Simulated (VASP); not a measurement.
# Au (Fm-3m) in VASP: settings compared, part 2 of 2

VASP 6.6.1.

## (5) Single point, r2SCAN50

This run uses another cell than the first one, of 17.87 Å³/atom.

File POSCAR:

```
Au
1.0
    0.0000000000      2.0749120936      2.0749120936
    2.0749120936      0.0000000000      2.0749120936
    2.0749120936      2.0749120936      0.0000000000
Au
1
Direct
    0.0000000000      0.0000000000      0.0000000000
```

File INCAR.step1:

```
ALGO = Normal ; EDIFF = 1E-5
ENCUT = 440 ; GGA = PE
GGA_COMPAT = F ; ISIF = 2
ISMEAR = -1 ; LASPH = T
LCHARG = F ; LREAL = F
LWAVE = T ; NBANDS = 16
NELM = 120 ; PREC = Accurate
SIGMA = 0.05
```

File INCAR.step2:

```
AEXX = 0.5 ; ALGO = Normal
EDIFF = 1E-6 ; ENCUT = 440
GGA_COMPAT = F ; ISIF = 2
ISMEAR = -1 ; ISTART = 1
LASPH = T ; LCHARG = F
LHFCALC = T ; LMIXTAU = T
LREAL = F ; LWAVE = F
METAGGA = R2SCAN ; NBANDS = 16
NELM = 120 ; PREC = Accurate
PRECFOCK = Normal ; SIGMA = 0.05
```

File KPOINTS:

```
k-points
0
Gamma
  6 6 6
```

Potentials or basis: VASP PAW PBE potentials, release 64 (Au_sv_GW).

Run with:

```console
$ cat potpaw_PBE.64/Au_sv_GW/POTCAR > POTCAR
$ cp INCAR.step1 INCAR
$ mpirun -np 1 vasp_std > vasp.out
$ cp INCAR.step2 INCAR
$ mpirun -np 1 vasp_std > vasp.out
```

OUTCAR:

```text
AEXX = 0.5
   EDIFF = 1E-6
   ENCUT = 440
   ISIF = 2
   ISMEAR = -1
   ISTART = 1
   LASPH = T
   LHFCALC = T
   LREAL = F
   METAGGA = R2SCAN
   NELM = 120
   PREC = Accurate
   PRECFOCK = Normal

 ion  position               nearest neighbor table
   1  0.000  0.000  0.000-

  LATTYP: Found a face centered cubic cell.
 ALAT       =     4.1498241872

  Lattice vectors:

 A1 = (   0.0000000000,   2.0749120936,   2.0749120936)
 A2 = (   2.0749120936,   0.0000000000,   2.0749120936)
 A3 = (   2.0749120936,   2.0749120936,   0.0000000000)

Analysis of symmetry for initial positions (statically):
=====================================================================
 Subroutine PRICEL returns:
 Original cell was already a primitive cell.

 Routine SETGRP: Setting up the symmetry group for a
 face centered cubic supercell.

 Subroutine GETGRP returns: Found 48 space group operations
 (whereof 48 operations were pure point group operations)
 out of a pool of 48 trial point group operations.

The static configuration has the point symmetry O_h .

[... 151 lines left out ...]
  ---------------------------------------------------
  free energy    TOTEN  =       -22.99534622 eV

  energy without entropy =      -22.98799548  energy(sigma->0) =      -22.99167085

 E-fermi :   6.9898     XC(G=0):  -7.6099

 val. band max:        6.9642722927   @ k =   0.5000   0.3333   0.1667
 cond. band min:       8.8798304301   @ k =   0.5000   0.1667   0.0000
 fundamental gap:      1.9155581374
 Fermi energy:         6.9898136207

 k-point     1 :       0.0000    0.0000    0.0000
  band No.  band energies     occupation
      1    -109.1539      2.00000
      2     -57.5140      2.00000
      3     -57.5140      2.00000
      4     -57.5140      2.00000
      5      -4.5428      2.00000
      6      -0.1359      2.00000
[... 281 lines left out ...]
      3     -57.6636      2.00000
      4     -57.6296      2.00000
      5      -1.7442      2.00000
      6      -1.4562      2.00000
[... 8 lines left out ...]
     15      32.2619      0.00000
     16      35.6221      0.00000

------------------------ aborting loop because EDIFF is reached ----------------------------------------

  FORCE on cell =-STRESS in cart. coord.  units (eV):
  Direction    XX          YY          ZZ          XY          YZ          ZX
  --------------------------------------------------------------------------------------
  -------------------------------------------------------------------------------------
  Total       -0.8540919     -0.8540919     -0.8540919      0.0000000      0.0000000      0.0000000
  in kB      -76.5924689    -76.5924689    -76.5924689      0.0000000      0.0000000      0.0000000
  external PRESSURE =     -76.5924689 kB  Pullay stress =       0.0000000 kB

 VOLUME and BASIS-vectors are now :
 -----------------------------------------------------------------------------
  energy-cutoff  :      440.00
  volume of cell :       17.87
      direct lattice vectors                 reciprocal lattice vectors
     0.000000000  2.074912094  2.074912094    -0.240974064  0.240974064  0.240974064
     2.074912094  0.000000000  2.074912094     0.240974064 -0.240974064  0.240974064
     2.074912094  2.074912094  0.000000000     0.240974064  0.240974064 -0.240974064

 POSITION                                       TOTAL-FORCE (eV/Angst)
 -----------------------------------------------------------------------------------
      0.00000      0.00000      0.00000         0.000000      0.000000      0.000000
 -----------------------------------------------------------------------------------
    total drift:                                0.000000      0.000000      0.000000

  FREE ENERGIE OF THE ION-ELECTRON SYSTEM (eV)
  ---------------------------------------------------
  free  energy   TOTEN  =       -22.9953462203 eV

  energy  without entropy=      -22.9879954819  energy(sigma->0) =      -22.99167085
```

Wall time 18 min (1 thread of Intel Xeon Platinum 8259CL at 2.50GHz (Skylake/Cascade Lake), shared host); peak memory 0.15 GiB.

Results:

* Free energy: -22.9953 eV
* Pressure: -7.7 GPa
* Band gap on the k mesh: zero (an odd number of electrons rules out a gap without spin polarisation)

Levels at points of the mesh, in eV from the Fermi level:
| k point | band 7 | band 8 | band 9 | band 10 | band 11 | band 12 | band 13 | band 14 |
| --- | --- | --- | --- | --- | --- | --- | --- | --- |
| (0.00, 0.00, 0.00) | -7.13 | -7.13 | -5.60 | -5.60 | 17.96 | 22.09 | 22.09 | 22.09 |
| (0.50, 0.00, 0.00) | -7.18 | -4.15 | -4.15 | -0.68 | 5.27 | 17.32 | 20.82 | 20.82 |
| (0.50, 0.50, 0.00) | -4.32 | -3.71 | -3.71 | 3.11 | 8.69 | 13.27 | 13.27 | 20.63 |

Caveat: the k points lie up to 0.44 Å⁻¹ apart, too coarse for converged energies and pressures of a metal; the PAW data sets were made with another functional, which shifts forces and pressure a little; spin-orbit coupling is left out, which moves the levels of the heavy elements.

## (6) Overview

| level | potentials or basis | cell | cutoff (eV) | share of exact exchange | gap on the mesh (eV) | pressure (GPa) |
| --- | --- | --- | --- | --- | --- | --- |
| B3LYP | VASP PAW PBE potentials, release 64 (Au) | a = 2.839 Å, angles 60.0°, 1 atom | 520 | 0.2 | none | 29.9 |
| B3LYP | VASP PAW PBE potentials, release 64 (Au) | a = 2.859 Å, angles 60.0°, 1 atom | 520 | 0.2 | none | 24.6 |
| B3LYP | VASP PAW PBE potentials, release 64 (Au) | a = 2.878 Å, angles 60.0°, 1 atom | 520 | 0.2 | none | 19.8 |
| r2SCAN50 | VASP PAW PBE potentials, release 64 (Au_sv_GW) | a = 2.934 Å, angles 60.0°, 1 atom | 440 | 0.5 | none | -7.7 |

Alike in all rows: task single point; no spin polarisation; k mesh 6 × 6 × 6; smearing fermi-dirac 0.05 eV.

Caveats: all runs use coarse meshes; the PAW data sets were made with another functional, which shifts forces and pressure a little; spin-orbit coupling is left out, which moves the levels of the heavy elements.

Total energies depend on the potentials used, so only differences within one code and one set of settings carry meaning.

The gap in the log of VASP goes by the Fermi energy; the results here count the filled bands.